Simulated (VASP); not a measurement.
Wanted: the native input for a VASP 6.6.1 run.

- Task: single point
- Functional: PBE
- Potentials or basis: VASP PAW PBE potentials, release 64 (Eu)
- Cutoff: 520 eV
- k mesh: 12 × 12 × 12
- Occupations: fermi-dirac, width 0.1 eV
- Spin: collinear spin, ferromagnetic start
- Starting moments: [7.0] μB
- Dipole correction: no
- Further INCAR settings: ALGO = Normal; EDIFF = 1e-07; NBANDS = 18

The structure of Eu lies in POSCAR:

```
Eu
1.0
    0.0000000000      2.7813567580      2.7813567580
    2.7813567580      0.0000000000      2.7813567580
    2.7813567580      2.7813567580      0.0000000000
Eu
1
Direct
    0.0000000000      0.0000000000      0.0000000000
```

This isn't the form of Eu at room conditions, which is bcc.

These files were run (other wordings do the same):

INCAR

```
SYSTEM = Eu
  PREC = Accurate
  ENCUT = 520
  EDIFF = 1E-7
  ISMEAR = -1
  SIGMA = 0.1
  LREAL = .FALSE.
  LASPH = .TRUE.
  NELM = 150
  ALGO = Normal
  ISIF = 2
  LWAVE = .FALSE.
  LCHARG = .FALSE.
  ISPIN = 2
  MAGMOM = 7
  LORBIT = 11
  LMAXMIX = 6
  GGA = PE
  NBANDS = 18
```

KPOINTS

```
Automatic mesh
0
G
  12 12 12
  0 0 0
```

Potentials or basis: VASP PAW PBE potentials, release 64 (Eu).

Launch:

```bash
$ cat potpaw_PBE.64/Eu/POTCAR > POTCAR
$ mpirun -np 1 vasp_std > vasp.out
```

Results of the run:

```yaml
Pressure: -0.7 GPa
Net_moment: 7.47 μB per cell
Site_moments: Eu +6.71 μB
Valence_electrons_inside_the_program's_atomic_spheres: Eu 14.72
```

Run time: 91 s on 1 thread of Intel(R) Xeon(R) 6975P-C (Granite Rapids), on a shared host, peak memory 0.26 GiB.
